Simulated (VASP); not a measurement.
Write the native input for VASP 6.6.1 that does the following.

* Task: single point
* Functional: LDA
* Potentials or basis: VASP PAW LDA potentials, release 64 (Pt)
* Cutoff: 520 eV
* k mesh: 22 × 22 × 22
* Occupations: gaussian, width 0.15 eV
* Spin: no spin polarisation
* Dipole correction: no
* Further INCAR settings: ALGO = Normal; EDIFF = 1e-06; NBANDS = 11

The structure of Pt lies in POSCAR:

```
Pt
1.0
   -1.5604567000      1.5604567000      1.5604567000
    1.5604567000     -1.5604567000      1.5604567000
    1.5604567000      1.5604567000     -1.5604567000
Pt
1
Direct
    0.0000000000      0.0000000000      0.0000000000
```

This isn't the form of Pt at room conditions, which is fcc.

This cell differs from its parent crystal: strain -0.015 along x and y, -0.015 along z.

One way to write it, as run:

INCAR

```
SYSTEM = Pt
ALGO     = Normal         ! electronic algorithm
EDIFF    = 1E-6           ! SCF threshold, eV
ENCUT    = 520            ! plane-wave cutoff, eV
GGA      = CA             ! functional
ISIF     = 2              ! what is computed and relaxed
ISMEAR   = 0              ! smearing method
LASPH    = .TRUE.         ! aspherical terms in the spheres
LCHARG   = .FALSE.        ! write CHGCAR
LREAL    = .FALSE.        ! projectors in reciprocal space
LWAVE    = .FALSE.        ! write WAVECAR
NBANDS   = 11             ! bands
NELM     = 80             ! most SCF steps
PREC     = Accurate       ! precision mode
SIGMA    = 0.15           ! smearing width, eV
```

KPOINTS

```
k-points
0
G
  22 22 22
  0 0 0
```

Potentials or basis: VASP PAW LDA potentials, release 64 (Pt).

The run is started by

```bash
$ cat potpaw_LDA.64/Pt/POTCAR > POTCAR
$ mpirun -np 1 vasp_std > vasp.out
```

Results of the run:

```
Pressure               : -4.5 GPa
Band gap on the k mesh : zero (bands 5 and 6 overlap by 2.29 eV)
```

Caveat: the cell differs from its parent crystal (strain -0.015 along x and y, -0.015 along z); the cell stands under tension; spin-orbit coupling is left out, which moves the levels of the heavy elements.

It took 52 s on 1 thread of Intel Xeon 8259CL, on a shared host, peak memory 0.16 GiB.
